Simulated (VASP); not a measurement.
# CoH4 (Pm-3m) in VASP: a series of runs

CoH4 is run at these levels: PBE; tasks: single point.

Everything below comes from runs of VASP 6.6.1. Logs are shortened: lines on timing, memory, paths and dates and some standing lists are left out, and cuts for length are marked.

**1. The cell of the first run**

It takes space group Pm-3m (No. 221, cubic). Conventional cell: a = 2.781 Å, b = 2.781 Å, c = 2.781 Å, α = 90.00°, β = 90.00°, γ = 90.00°. Within 2.6 Å of Co (site symmetry m-3m) lie 20 H at 1.97 to 2.41 Å. H (site symmetry m-3m) has 6 H at 1.39 Å within 1.9 Å. Within 1.9 Å of H (site symmetry 4/mmm) lie 2 H at 1.39 Å.

**2. Single point, PBE, collinear spin, ferromagnetic start**

The input, INCAR:

```
  ALGO = Normal
  EDIFF = 1E-6
  ENCUT = 600
  GGA = PE
  GGA_COMPAT = False
  ISIF = 2
  ISMEAR = 0
  ISPIN = 2
  LASPH = True
  LCHARG = False
  LMAXMIX = 4
  LORBIT = 11
  LREAL = False
  LWAVE = False
  MAGMOM = 3 0 0 0 0
  NBANDS = 18
  NELM = 200
  PREC = Accurate
  SIGMA = 0.15
```

The input, KPOINTS:

```
k-points
0
Gamma
  4 4 4
```

The input, POSCAR:

```
CoH4
1.0
    2.7807154974      0.0000000000      0.0000000000
    0.0000000000      2.7807154974      0.0000000000
    0.0000000000      0.0000000000      2.7807154974
Co H
1 4
Direct
    0.0000000000      0.0000000000      0.0000000000
    0.5000000000      0.5000000000      0.5000000000
    0.0000000000      0.5000000000      0.5000000000
    0.5000000000      0.0000000000      0.5000000000
    0.5000000000      0.5000000000      0.0000000000
```

Potentials or basis: VASP PAW PBE potentials, release 64 (Co, H).

Started as:

```bash
$ cat potpaw_PBE.64/Co/POTCAR potpaw_PBE.64/H/POTCAR > POTCAR
$ mpirun -np 1 vasp_std > vasp.out
```

OUTCAR:

```text
EDIFF = 1E-6
   ENCUT = 600
   GGA = PE
   ISIF = 2
   ISMEAR = 0
   ISPIN = 2
   LASPH = True
   LORBIT = 11
   LREAL = False
   NELM = 200
   PREC = Accurate

 ion  position               nearest neighbor table
   1  0.000  0.000  0.000-   3 1.97   4 1.97   5 1.97   3 1.97   4 1.97   3 1.97   5 1.97   3 1.97
                             4 1.97   5 1.97   4 1.97   5 1.97
   2  0.500  0.500  0.500-
   3  0.000  0.500  0.500-   1 1.97   1 1.97   1 1.97   1 1.97
   4  0.500  0.000  0.500-   1 1.97   1 1.97   1 1.97   1 1.97
   5  0.500  0.500  0.000-   1 1.97   1 1.97   1 1.97   1 1.97

  LATTYP: Found a simple cubic cell.
 ALAT       =     2.7807154974

  Lattice vectors:

 A1 = (   2.7807154974,   0.0000000000,   0.0000000000)
 A2 = (   0.0000000000,   2.7807154974,   0.0000000000)
 A3 = (   0.0000000000,   0.0000000000,   2.7807154974)

Analysis of symmetry for initial positions (statically):
=====================================================================
 Subroutine PRICEL returns:
 Original cell was already a primitive cell.

 Routine SETGRP: Setting up the symmetry group for a
 simple cubic supercell.

 Subroutine GETGRP returns: Found 48 space group operations
 (whereof 48 operations were pure point group operations)
 out of a pool of 48 trial point group operations.

The static configuration has the point symmetry O_h .

Analysis of symmetry for dynamics (positions and initial velocities):
=====================================================================
 Subroutine PRICEL returns:
 Original cell was already a primitive cell.

 Routine SETGRP: Setting up the symmetry group for a
 simple cubic supercell.

 Subroutine GETGRP returns: Found 48 space group operations
 (whereof 48 operations were pure point group operations)
 out of a pool of 48 trial point group operations.

The dynamic configuration has the point symmetry O_h .

Analysis of structural, dynamic, and magnetic symmetry:
=====================================================================
 Subroutine PRICEL returns:
 Original cell was already a primitive cell.

 Routine SETGRP: Setting up the symmetry group for a
 simple cubic supercell.

 Subroutine GETGRP returns: Found 48 space group operations
 (whereof 48 operations were pure point group operations)
 out of a pool of 48 trial point group operations.
[... 121 lines left out ...]
   LEPSILON=     F    determine dielectric tensor
   LRPA    =     F    only Hartree local field effects (RPA)
 spin polarized calculation
 Gauss-broadening in eV      SIGMA  =   0.15
  energy-cutoff  :      600.00
  volume of cell :       21.50
 maximum number of plane-waves:       739
 NGX is ok and might be reduce to    24

 number of electron      13.0000002 magnetization       0.9498693

 Free energy of the ion-electron system (eV)
  ---------------------------------------------------
  ext. energy  EPLUGINS =         0.00000000
  ---------------------------------------------------
  free energy    TOTEN  =       -16.62004766 eV

  energy without entropy =      -16.61197968  energy(sigma->0) =      -16.61601367

 E-fermi :   7.6498     XC(G=0): -12.4128

 val. band max:        7.5617479817   @ k =   0.5000   0.5000   0.2500
 cond. band min:       7.8654131933   @ k =   0.5000   0.5000   0.0000
 fundamental gap:      0.3036652116
 Fermi energy:         7.6497905612

 spin component 1

 k-point     1 :       0.0000    0.0000    0.0000
  band No.  band energies     occupation
      1      -7.6661      1.00000
      2       2.9736      1.00000
      3       2.9736      1.00000
      4       6.4135      1.00000
      5       6.4135      1.00000
      6       6.4135      1.00000
[... 186 lines left out ...]
      4       2.9299      1.00000
      5       6.5040      1.00000
      6       6.5040      1.00000
[... 10 lines left out ...]
     17      40.1005      0.00000
     18      44.8205      0.00000
 Fermi energy:         7.6497905612

 spin component 2

 k-point     1 :       0.0000    0.0000    0.0000
  band No.  band energies     occupation
      1      -7.6240      1.00000
      2       3.8110      1.00000
      3       3.8111      1.00000
      4       7.0346      1.00000
      5       7.0346      1.00000
      6       7.0347      1.00000
[... 187 lines left out ...]
      5       8.0755      0.00003
      6       8.0756      0.00003
[... 10 lines left out ...]
     17      40.1539      0.00000
     18      44.8381      0.00000

------------------------ aborting loop because EDIFF is reached ----------------------------------------

  FORCE on cell =-STRESS in cart. coord.  units (eV):
  Direction    XX          YY          ZZ          XY          YZ          ZX
  --------------------------------------------------------------------------------------
  -------------------------------------------------------------------------------------
  Total       -0.0617368     -0.0617368     -0.0617368     -0.0000000     -0.0000000     -0.0000000
  in kB       -4.6002910     -4.6002910     -4.6002910     -0.0000000     -0.0000000     -0.0000000
  external PRESSURE =      -4.6002910 kB  Pullay stress =       0.0000000 kB

 VOLUME and BASIS-vectors are now :
 -----------------------------------------------------------------------------
  energy-cutoff  :      600.00
  volume of cell :       21.50
      direct lattice vectors                 reciprocal lattice vectors
     2.780715497  0.000000000  0.000000000     0.359619674  0.000000000  0.000000000
     0.000000000  2.780715497  0.000000000     0.000000000  0.359619674  0.000000000
     0.000000000  0.000000000  2.780715497     0.000000000  0.000000000  0.359619674

 POSITION                                       TOTAL-FORCE (eV/Angst)
 -----------------------------------------------------------------------------------
      0.00000      0.00000      0.00000         0.000000      0.000000      0.000000
      1.39036      1.39036      1.39036         0.000000      0.000000      0.000000
      0.00000      1.39036      1.39036         0.000000      0.000000      0.000000
      1.39036      0.00000      1.39036         0.000000      0.000000      0.000000
      1.39036      1.39036      0.00000         0.000000      0.000000      0.000000
 -----------------------------------------------------------------------------------
    total drift:                                0.000000      0.000000      0.000000

  FREE ENERGIE OF THE ION-ELECTRON SYSTEM (eV)
  ---------------------------------------------------
  free  energy   TOTEN  =       -16.6200476552 eV

  energy  without entropy=      -16.6119796756  energy(sigma->0) =      -16.61601367

 total charge

# of ion       s       p       d       tot
------------------------------------------
    1        0.342   0.429   7.465   8.237
    2        0.372   0.041   0.000   0.413
    3        0.467   0.031   0.000   0.498
    4        0.467   0.031   0.000   0.498
    5        0.467   0.031   0.000   0.498
--------------------------------------------------
tot          2.115   0.563   7.465  10.144

 magnetization (x)

# of ion       s       p       d       tot
------------------------------------------
    1        0.005   0.002   0.926   0.934
    2        0.009   0.001   0.000   0.010
    3        0.001  -0.000   0.000   0.001
    4        0.001  -0.000   0.000   0.001
    5        0.001  -0.000   0.000   0.001
--------------------------------------------------
tot          0.018   0.003   0.926   0.946
```

Run time: 19 s. Hardware: 1 thread of Intel Xeon 8259CL, shared host; peak memory 0.15 GiB.

What came out:

- Free energy: -16.6200 eV
- Pressure: -0.5 GPa
- Net moment: 0.95 μB per cell
- Site moments: Co +0.93; H +0.01, +0.00 μB
- Valence electrons inside the program's atomic spheres: Co 8.24; H 0.41, 0.50

Caveat: the k points lie up to 0.56 Å⁻¹ apart.

**3. Single point, PBE, collinear spin, ferromagnetic start**

This run uses another cell than the first one, of 5.93 Å³/atom, 1.378 times its volume.

Changes to INCAR since step 2:

```diff
@@ -9,3 +9,4 @@
   LASPH = True
-  LCHARG = False
+  LCHARG = True
+  LELF = True
   LMAXMIX = 4
@@ -13,2 +14,3 @@
   LREAL = False
+  LVHAR = True
   LWAVE = False
```

KPOINTS is that of step 2.

The input, POSCAR:

```
CoH4
1.0
    3.0943841129      0.0000000000      0.0000000000
    0.0000000000      3.0943841129      0.0000000000
    0.0000000000      0.0000000000      3.0943841129
Co H
1 4
Direct
    0.5000000000      0.5000000000      0.5000000000
    0.0000000000      0.5000000000      0.5000000000
    0.5000000000      0.5000000000      0.0000000000
    0.5000000000      0.0000000000      0.5000000000
    0.0000000000      0.0000000000      0.0000000000
```

Potentials or basis: VASP PAW PBE potentials, release 64 (Co, H).

Started as:

```bash
$ cat potpaw_PBE.64/Co/POTCAR potpaw_PBE.64/H/POTCAR > POTCAR
$ mpirun -np 1 vasp_std > vasp.out
```

It took 42 s on 1 thread of Intel Xeon 8259CL, shared host; peak memory 0.17 GiB.

The run converged. Its results:

```yaml
Free_energy: -17.0218 eV
Pressure: -0.2 GPa
Net_moment: 0.24 μB per cell
Site_moments: Co +0.30; H -0.01, -0.02 μB
Valence_electrons_inside_the_program's_atomic_spheres: Co 8.56; H 0.58, 0.30
```

Levels at points of the mesh, in eV from the Fermi level:
Spin up:
```
           k point  band 5  band 6  band 7  band 8  band 9  band 10
(0.00, 0.00, 0.00)   -0.59   -0.59    1.86    7.16    7.16     8.39
(0.50, 0.00, 0.00)   -1.03   -0.56   -0.37    2.10    7.75    11.89
(0.50, 0.50, 0.00)   -0.94   -0.94   -0.92    0.57    1.18    12.02
(0.50, 0.50, 0.50)   -1.86   -1.86   -0.90   -0.90   -0.89     6.55
```
Spin down:
```csv
k point,band 2,band 3,band 4,band 5,band 6,band 7,band 8,band 9,band 10,band 11
"(0.00, 0.00, 0.00)",-4.89,-4.89,-0.39,-0.39,-0.39,1.66,7.40,7.40,8.40,8.40
"(0.50, 0.00, 0.00)",-6.24,-4.67,-0.84,-0.84,-0.35,0.05,1.93,7.97,11.94,11.94
"(0.50, 0.50, 0.00)",-3.74,-3.41,-3.41,-0.74,-0.74,-0.46,0.61,1.50,11.97,11.97
"(0.50, 0.50, 0.50)",-2.19,-2.19,-1.70,-1.70,-1.70,-1.12,-0.44,-0.44,6.65,8.12
```

Caveat: the k points lie up to 0.51 Å⁻¹ apart.

**4. Single point, PBE, collinear spin, ferromagnetic start**

This run uses another cell than the first one: it holds 10 atoms, not 5.

The input, INCAR:

```
SYSTEM = CoH4
  PREC = Accurate
  ENCUT = 600
  EDIFF = 1E-6
  ISMEAR = 0
  SIGMA = 0.15
  LREAL = .FALSE.
  LASPH = .TRUE.
  NELM = 200
  ALGO = Normal
  ISIF = 2
  LWAVE = .FALSE.
  LCHARG = .FALSE.
  ISPIN = 2
  MAGMOM = 3 3 0 0 0 0 0 0 0 0
  LORBIT = 11
  LMAXMIX = 4
  GGA = PE
  NBANDS = 28
  GGA_COMPAT = .FALSE.
```

The input, KPOINTS:

```
Automatic mesh
0
G
  3 3 3
  0 0 0
```

The input, POSCAR:

```
CoH4
1.0
    0.0000000000      3.0935109194      3.0935109194
    3.0935109194      0.0000000000      3.0935109194
    3.0935109194      3.0935109194      0.0000000000
Co H
2 8
Direct
    0.0000000000      0.0000000000      0.0000000000
    0.5000000000      0.5000000000      0.5000000000
    0.7499901828      0.2500098172      0.2500098172
    0.2500098172      0.7499901828      0.7499901828
    0.2500098172      0.7499901828      0.2500098172
    0.7499901828      0.2500098172      0.7499901828
    0.2500098172      0.2500098172      0.7499901828
    0.7499901828      0.7499901828      0.2500098172
    0.2500000000      0.2500000000      0.2500000000
    0.7500000000      0.7500000000      0.7500000000
```

Started as:

```bash
$ cat potpaw_PBE.64/Co/POTCAR potpaw_PBE.64/H/POTCAR > POTCAR
$ mpirun -np 1 vasp_std > vasp.out
```

It took 82 s on 1 thread of Intel Xeon 8259CL, shared host; peak memory 0.23 GiB.

The run converged. Its results:

```
Free energy                                           : -34.0276 eV
Pressure                                              : -0.4 GPa
Band gap on the k mesh                                : zero (filled and empty bands overlap)
Net moment                                            : 0.00 μB per cell
Valence electrons inside the program's atomic spheres : Co 8.56; H 0.58, 0.31
```

Levels at points of the mesh, in eV from the Fermi level:
Spin up:
```tsv
k point	band 9	band 10	band 11	band 12	band 13	band 14	band 15	band 16	band 17	band 18
(0.00, 0.00, 0.00)	-1.94	-0.96	-0.84	-0.84	-0.66	-0.66	-0.66	1.78	6.47	7.13
```
Spin down:
```tsv
k point	band 10	band 11	band 12	band 13	band 14	band 15	band 16	band 17
(0.00, 0.00, 0.00)	-0.96	-0.84	-0.84	-0.66	-0.66	-0.66	1.77	6.46
```

Caveat: the k points lie up to 0.59 Å⁻¹ apart; the starting moments collapsed, and a magnetic state may lie lower.
